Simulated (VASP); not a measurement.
Here is a VASP 6.6.1 calculation.

File INCAR:

```
PREC     = Accurate       # precision mode
ENCUT    = 520            # plane-wave cutoff, eV
EDIFF    = 1E-6           # SCF threshold, eV
ISMEAR   = 0              # smearing method
SIGMA    = 0.1            # smearing width, eV
LREAL    = False          # projectors in reciprocal space
LASPH    = True           # aspherical terms in the spheres
NELM     = 100            # most SCF steps
ALGO     = Fast           # electronic algorithm
ISIF     = 2              # what is computed and relaxed
LWAVE    = False          # write WAVECAR
LCHARG   = True           # write CHGCAR
GGA      = PE             # functional
LELF     = True           # ELF
LVHAR    = True         
NBANDS   = 25             # bands
```

File KPOINTS:

```
Automatic mesh
0
Gamma
  12 12 14
```

Contents of POSCAR:

```
Ti
1.0
    4.3805232075      0.0000000000      0.0000000000
   -2.1902616038      3.7936443795      0.0000000000
    0.0000000000      0.0000000000      2.7234811720
Ti
3
Direct
    0.0000000000      0.0000000000      0.0000000000
    0.3333333333      0.6666666667      0.5000000000
    0.6666666667      0.3333333333      0.5000000000
```

Potentials or basis: VASP PAW PBE potentials, release 64 (Ti_sv).

Run with:

```bash
$ cat potpaw_PBE.64/Ti_sv/POTCAR > POTCAR
$ mpirun -np 1 vasp_std > vasp.out
```

**Question.** Estimate the band gap on the k mesh.

**Answer.** Zero (bands 18 and 19 overlap by 0.43 eV).

**Question.** Estimate the pressure.

**Answer.** 17.0 GPa.

Caveat: the cell stands under pressure.
